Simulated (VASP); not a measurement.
P, 2 atoms in the cell. Symmetry: Fd-3m, No. 227, cubic system. Conventional cell: a = 5.313 Å, b = 5.313 Å, c = 5.313 Å, α = 90.00°, β = 90.00°, γ = 90.00°. Within 3.0 Å of P (site symmetry -43m) lie 4 P at 2.30 Å. This isn't the form of P at room conditions, which is orthorhombic.

| Property | Result |
| --- | --- |
| Program | VASP 6.6.1 |
| Task | relaxation of cell and atoms |
| Functional | LDA |
| Potentials or basis | VASP PAW LDA potentials, release 64 (P) |
| Cutoff | 600 eV |
| k mesh | 12 × 12 × 12 |
| Occupations | fermi-dirac, width 0.1 eV |
| Spin | no spin polarisation |
| Dipole correction | no |
| Further INCAR settings | ALGO = Normal; EDIFF = 1e-06; IBRION = 2; EDIFFG = -0.005; NSW = 60; ISIF = 3 |

Potentials or basis: VASP PAW LDA potentials, release 64 (P).

The run is started by

```console
$ cat potpaw_LDA.64/P/POTCAR > POTCAR
$ mpirun -np 1 vasp_std > vasp.out
```

Hardware: 1 thread of Intel Xeon 8259CL (shared host).

Q: Estimate the wall time of this run.

A: Wall time 53 s on 1 thread of Intel Xeon 8259CL, with other jobs on the host, peak memory 0.15 GiB. Counts: scf iterations 20, k points 72, ion steps 3.
